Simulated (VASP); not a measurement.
Runs of VASP 6.6.1 on ZnO. The structure is that of space group P6_3mc (No. 186), or close to it. The cells are those of the table. 

```tsv
task	level	potentials or basis	cell	k mesh	cutoff (eV)	smearing	gap on the mesh (eV)	pressure (GPa)	largest force (eV/Å)
single point	PBE	VASP PAW PBE potentials, release 64 (Zn, O)	a = 3.235, b = 3.235, c = 5.211 Å, angles 90.0, 90.0, 120.0°, 4 atoms	12 × 12 × 6	520	fermi-dirac 0.02 eV	0.79	7.2	-
single point	LDA	VASP PAW LDA potentials, release 64 (Zn, O)	a = 3.235, b = 3.235, c = 5.211 Å, angles 90.0, 90.0, 120.0°, 4 atoms	12 × 12 × 6	520	gaussian 0.01 eV	0.75	(c)	0.01
relaxation of cell and atoms	PBE	VASP PAW PBE potentials, release 64 (Zn, O)	relaxed from a = 3.249, b = 3.249, c = 5.206 Å, angles 90.0, 90.0, 120.0°, 4 atoms	12 × 12 × 4	600	fermi-dirac 0.02 eV	0.72	0.0	-
single point	r2SCAN	VASP PAW PBE potentials, release 64 (Zn, O)	a = 3.235, b = 3.235, c = 5.211 Å, angles 90.0, 90.0, 120.0°, 4 atoms	12 × 12 × 6	520	gaussian 0.01 eV	1.23	1.0	0.01
single point	PBE	VASP PAW PBE potentials, release 64 (Zn, O)	a = 3.280, b = 3.280, c = 5.293 Å, angles 90.0, 90.0, 120.0°, 4 atoms	12 × 12 × 4	520	fermi-dirac 0.02 eV	(a)	(b)	-
```

Alike in all rows: no spin polarisation.

Question: Estimate the missing entries.

Answer: (a) 0.73; (b) 0.9; (c) -5.0.

Caveats: the cell stands under pressure (at least some runs); the cell stands under tension (at least some runs); the PAW data sets were made with another functional, which shifts forces and pressure a little (at least some runs).

